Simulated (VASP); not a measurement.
Set up this calculation in VASP 6.6.1, as the native input.

```yaml
Task: single point
Functional: PBE
Potentials_or_basis: VASP PAW PBE potentials, release 64 (Al, Si, N)
Cutoff: 600 eV
k_mesh: 6 × 6 × 4
Occupations: gaussian, width 0.1 eV
Spin: no spin polarisation
Dipole_correction: no
Further_INCAR_settings: ALGO = Normal; EDIFF = 1e-06; NBANDS = 21
```

The structure of AlSiN lies in POSCAR:

```
AlSiN
1.0
    3.7254150800      0.0000000000      0.0000000000
    0.0000000000      3.7254150800      0.0000000000
    0.0000000000      0.0000000000      5.9317418500
Al Si N
2 2 2
Direct
    0.0000000000      0.5000000000      0.8233169900
    0.5000000000      0.0000000000      0.1766830100
    0.0000000000      0.0000000000      0.0000000000
    0.5000000000      0.5000000000      0.0000000000
    0.0000000000      0.5000000000      0.3122291300
    0.5000000000      0.0000000000      0.6877708700
```

The input as run:

INCAR

```
SYSTEM = AlSiN
PREC = Accurate
ENCUT = 600
EDIFF = 1E-6
ISMEAR = 0
SIGMA = 0.1
LREAL = .False.
LASPH = .True.
NELM = 120
ALGO = Normal
ISIF = 2
LWAVE = .False.
LCHARG = .False.
GGA = PE
NBANDS = 21
GGA_COMPAT = .False.
```

KPOINTS

```
regular mesh
0
Gamma
  6 6 4
  0 0 0
```

Potentials or basis: VASP PAW PBE potentials, release 64 (Al, Si, N).

Launch:

```sh
$ cat potpaw_PBE.64/Al/POTCAR potpaw_PBE.64/Si/POTCAR potpaw_PBE.64/N/POTCAR > POTCAR
$ mpirun -np 1 vasp_std > vasp.out
```

Results of the run:

| Property | Result |
| --- | --- |
| Pressure | 33.9 GPa |
| Largest force | 10.327 eV/Å |
| Band gap on the k mesh | zero (band 12 reaches 6.58 eV, above the bottom of band 13 at 5.84 eV) |

Caveat: forces of over 1 eV/Å act on the atoms, so gaps and moduli don't describe the material at rest.

Run time: 38 s on 1 thread of Intel Xeon 6455B, with other jobs on the host, peak memory 0.22 GiB.
